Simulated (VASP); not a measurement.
Cs: electric field gradients with LDA

The system is Cs.

```xyz
1
Lattice="-3.0623 3.0623 3.0623 3.0623 -3.0623 3.0623 3.0623 3.0623 -3.0623" Properties=species:S:1:pos:R:3 pbc="T T T"
Cs    0.0000    0.0000    0.0000
```

This cell differs from its parent crystal: volume scaled by 1.04.

- Program: VASP 6.6.1
- Task: electric field gradients
- Functional: LDA
- Potentials or basis: VASP PAW LDA potentials, release 64 (Cs_sv)
- Cutoff: 520 eV
- k mesh: 9 × 9 × 9
- Occupations: fermi-dirac, width 0.05 eV
- Spin: no spin polarisation
- Dipole correction: no
- Further INCAR settings: ALGO = Normal; EDIFF = 1e-08; NBANDS = 10

| Item | Value |
| --- | --- |
| Pressure | -0.3 GPa |

Levels at points of the mesh, in eV from the Fermi level:
| k point | band 2 | band 3 | band 4 | band 5 | band 6 | band 7 | band 8 | band 9 |
| --- | --- | --- | --- | --- | --- | --- | --- | --- |
| (0.00, 0.00, 0.00) | -10.56 | -10.56 | -10.56 | -1.69 | 2.42 | 2.42 | 2.42 | 3.31 |

Run time: 13 s on 1 thread of AMD EPYC 9R45 (Zen 5), with other jobs on the host, peak memory 0.17 GiB.

Caveat: without QUAD_EFG the Cq values of the log hold for a quadrupole moment of 1 mb, not for the nuclei; spin-orbit coupling is left out, which moves the levels of the heavy elements.
